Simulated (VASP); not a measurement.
# TaN: single point with PBE

The system is TaN.

```xyz
2
Lattice="0.0000 2.2086 2.2086 2.2086 0.0000 2.2086 2.2086 2.2086 0.0000" Properties=species:S:1:pos:R:3 pbc="T T T"
Ta    2.2086    2.2086    2.2086
N     0.0000    0.0000    0.0000
```

| Quantity | Value |
| --- | --- |
| Program | VASP 6.6.1 |
| Task | single point |
| Functional | PBE |
| Potentials or basis | VASP PAW PBE potentials, release 64 (Ta_pv, N) |
| Cutoff | 600 eV |
| k mesh | 16 × 16 × 16 |
| Occupations | gaussian, width 0.1 eV |
| Spin | no spin polarisation |
| Dipole correction | no |
| Further INCAR settings | ALGO = Normal; EDIFF = 1e-06; NBANDS = 15 |

```
Pressure               : 0.7 GPa
Band gap on the k mesh : zero (band 8 reaches 11.26 eV, above the bottom of band 9 at 7.33 eV)
```

Levels at points of the mesh, in eV from the Fermi level:
| k point | band 6 | band 7 | band 8 | band 9 | band 10 | band 11 |
| --- | --- | --- | --- | --- | --- | --- |
| (0.00, 0.00, 0.00) | -3.78 | -3.78 | -2.06 | -2.06 | -2.06 | 0.07 |
| (0.50, 0.00, 0.00) | -7.48 | -7.48 | 1.87 | 1.87 | 1.96 | 3.79 |
| (0.50, 0.50, 0.00) | -5.37 | -4.60 | -4.60 | 2.08 | 3.48 | 3.48 |

Run time: 62 s on 1 thread of Intel Xeon 6975P-C (shared host), peak memory 0.2 GiB.

Caveat: spin-orbit coupling is left out, which moves the levels of the heavy elements.
